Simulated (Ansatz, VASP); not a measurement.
## One calculation of AlAs, two programs

POSCAR

```
AlAs
1.0
    0.0000000000      2.8102472028      2.8102472028
    2.8102472028      0.0000000000      2.8102472028
    2.8102472028      2.8102472028      0.0000000000
Al As
1 1
Direct
    0.0000000000      0.0000000000      0.0000000000
    0.2500000000      0.2500000000      0.2500000000
```

The input INCAR.step1:

```
SYSTEM = AlAs
  PREC = Accurate
  ENCUT = 550
  ISMEAR = 0
  SIGMA = 0.01
  LREAL = .False.
  LASPH = .True.
  NELM = 120
  NBANDS = 11
  GGA = PE
  ALGO = Normal
  EDIFF = 1E-5
  LWAVE = .True.
  LCHARG = .False.
  GGA_COMPAT = .False.
```

Contents of INCAR.step2:

```
SYSTEM = AlAs
  PREC = Accurate
  ENCUT = 550
  EDIFF = 1E-6
  ISMEAR = 0
  SIGMA = 0.01
  LREAL = .False.
  LASPH = .True.
  NELM = 120
  ALGO = Normal
  ISIF = 2
  LWAVE = .False.
  LCHARG = .False.
  METAGGA = R2SCAN
  LMIXTAU = .True.
  NBANDS = 11
  ISTART = 1
  GGA_COMPAT = .False.
```

File KPOINTS:

```
Automatic mesh
0
Gamma
  6 6 6
  0 0 0
```

Input for Ansatz:

```yaml
crystal:
  lattice:
    - [0.0, 2.8102472028, 2.8102472028]
    - [2.8102472028, 0.0, 2.8102472028]
    - [2.8102472028, 2.8102472028, 0.0]
  atoms:
    - { symbol: Al, position: [0.0, 0.0, 0.0] }
    - { symbol: As, position: [0.25, 0.25, 0.25] }
kpoints:
  mp_grid: { grid: [6, 6, 6] }
hamiltonian:
  xc: r2scan
scf:
  occupations: { method: fixed }
  n_extra_bands: 4
output:
  forces: true
  stress: true
  eigenvalues: true
```

Alike in both runs: task single point; functional r2SCAN; k mesh 6 × 6 × 6; no spin polarisation.

```csv
,VASP,Ansatz
version,VASP 6.6.1,Ansatz 0.2.0
potentials or method,"VASP PAW PBE potentials, release 64 (Al, As)","plane waves, PAW"
plane-wave cutoff (eV),550,500
occupations,"gaussian, width 0.01 eV",fixed
valence electrons in the cell,8,18
```

|  | VASP | Ansatz | Ansatz less VASP |
| --- | --- | --- | --- |
| gap on the k mesh at the Fermi level (eV) | 1.76 | 1.77 | +0.010 |
| pressure (GPa) | 2.5 | 2.5 | +0.03 |

VASP's potentials were made for PBE, not for r2SCAN. VASP's potentials hold 8 valence electrons a cell and Ansatz's 18, so a difference there can come from the potentials and not from the codes.
